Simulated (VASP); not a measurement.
Set up this calculation in VASP 6.6.1, as the native input.

```
Task                   : relaxation of shape and atoms at fixed volume
Functional             : PBE
Potentials or basis    : VASP PAW PBE potentials, release 64 (Li_sv, F)
Cutoff                 : 600 eV
k mesh                 : 6 × 6 × 8
Occupations            : gaussian, width 0.02 eV
Spin                   : no spin polarisation
Dipole correction      : no
Further INCAR settings : ALGO = Normal; EDIFF = 1e-06; IBRION = 2; EDIFFG = -0.01; NSW = 50; ISIF = 4
```

The structure of LiF lies in POSCAR:

```
LiF
1.0
    4.7528238028      0.0000000000      0.0000000000
   -2.3764119014      4.1160661529      0.0000000000
    0.0000000000      0.0000000000      2.8254393749
Li F
3 3
Direct
    0.6219519718      0.6219519718      0.0000000000
    0.3780480282      0.0000000000      0.3333333333
    0.0000000000      0.3780480282      0.6666666667
    0.0000000000      0.6359828711      0.1666666667
    0.3640171289      0.3640171289      0.5000000000
    0.6359828711      0.0000000000      0.8333333333
```

The input as run:

INCAR

```
SYSTEM = LiF
PREC     = Accurate       ! precision mode
ENCUT    = 600            ! plane-wave cutoff, eV
EDIFF    = 1E-6           ! SCF threshold, eV
ISMEAR   = 0              ! smearing method
SIGMA    = 0.02           ! smearing width, eV
LREAL    = .FALSE.        ! projectors in reciprocal space
LASPH    = .TRUE.         ! aspherical terms in the spheres
NELM     = 60             ! most SCF steps
ALGO     = Normal         ! electronic algorithm
ISIF     = 4              ! what is computed and relaxed
LWAVE    = .FALSE.        ! write WAVECAR
LCHARG   = .FALSE.        ! write CHGCAR
GGA      = PE             ! functional
IBRION   = 2              ! ionic algorithm
NSW      = 50             ! ionic steps
EDIFFG   = -0.01          ! ionic threshold
```

KPOINTS

```
Automatic mesh
0
G
  6 6 8
  0 0 0
```

Potentials or basis: VASP PAW PBE potentials, release 64 (Li_sv, F).

Launch:

```bash
$ cat potpaw_PBE.64/Li_sv/POTCAR potpaw_PBE.64/F/POTCAR > POTCAR
$ mpirun -np 1 vasp_std > vasp.out
```

Results of the run:

```
Energy gained by relaxing    : 0.1 meV/atom
Ionic steps                  : 3
Pressure after relaxing      : 5.6 GPa
Largest force after relaxing : 0.006 eV/Å
Band gap on the k mesh       : 8.07 eV
```

Caveat: the cutoff is under 1.25 times the usual one of these potentials, so pressure, stress and relaxed cells hold a basis-set (Pulay) error.

Wall time 2.5 min on 1 thread of Oxide Virtual Turin-like Processor (shared host), peak memory 0.17 GiB.
